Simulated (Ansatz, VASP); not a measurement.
## SnRu2 in VASP and in Ansatz

```
CELL_PARAMETERS angstrom
-1.71876 1.71876 4.21633
1.71876 -1.71876 4.21633
1.71876 1.71876 -4.21633
ATOMIC_POSITIONS crystal
Sn 0.00000 0.00000 0.00000
Ru 0.66500 0.66500 0.00000
Ru 0.33500 0.33500 0.00000
```

Alike in both runs: task relaxation of cell and atoms; functional PBE; k mesh 8 × 8 × 8; occupations gaussian, width 0.1 eV; no spin polarisation.

|  | VASP | Ansatz |
| --- | --- | --- |
| version | VASP 6.6.1 | Ansatz 0.2.0 |
| potentials or method | VASP PAW PBE potentials, release 64 (Sn_d, Ru_pv), cutoff 600 eV | scalar-relativistic, plane waves, PAW |
| valence electrons in the cell | 42 | 46 |

Ansatz gave:

| Quantity | Value |
| --- | --- |
| gap on the k mesh at the Fermi level, each at its own relaxed structure (eV) | none |
| relaxed volume (Å³/atom) | 16.10 |
| relaxed cell length with the largest relative difference (Å) | 6.041 |

Question: Which values does VASP return?

Answer: gap on the k mesh at the Fermi level, each at its own relaxed structure (eV): none; relaxed volume (Å³/atom): 16.10; relaxed cell length with the largest relative difference (Å): 6.048.

A gap of «none» marks a metal or a gap that the smearing closes. VASP's potentials hold 42 valence electrons a cell and Ansatz's 46, so a difference there can come from the potentials and not from the codes.
